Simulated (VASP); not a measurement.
A run of VASP 6.6.1 is set up as follows.

Contents of INCAR:

```
ALGO     = Normal         # electronic algorithm
EDIFF    = 1E-6           # SCF threshold, eV
ENCUT    = 520            # plane-wave cutoff, eV
GGA      = PE             # functional
ISIF     = 2              # what is computed and relaxed
ISMEAR   = 0              # smearing method
LASPH    = T              # aspherical terms in the spheres
LCHARG   = F              # write CHGCAR
LREAL    = F              # projectors in reciprocal space
LWAVE    = F              # write WAVECAR
NBANDS   = 11             # bands
NELM     = 100            # most SCF steps
PREC     = Accurate       # precision mode
SIGMA    = 0.05           # smearing width, eV
```

KPOINTS

```
k-points
0
Gamma
  8 8 8
```

Contents of POSCAR:

```
BeS
1.0
    0.0000000000      2.3522500000      2.3886250000
    2.3522500000      0.0000000000      2.3886250000
    2.3522500000      2.3522500000      0.0000000000
Be S
1 1
Direct
    0.0000000000      0.0000000000      0.0000000000
    0.7500000000      0.7500000000      0.7500000000
```

Potentials or basis: VASP PAW PBE potentials, release 64 (Be, S).

The run is started by

```bash
$ cat potpaw_PBE.64/Be/POTCAR potpaw_PBE.64/S/POTCAR > POTCAR
$ mpirun -np 1 vasp_std > vasp.out
```

Question: Estimate the pressure.

Answer: 10.2 GPa.

Question: What does it give for the band gap on the k mesh?

Answer: 2.85 eV, indirect (least direct gap 5.59 eV).

Stress tensor (GPa, compression positive):
```
10.72  0.00  0.00
 0.00 10.72  0.00
 0.00  0.00  9.12
```

Caveat: the cell differs from its parent crystal (strain -0.030 along x and y, -0.015 along z). A k mesh can miss the band edges.
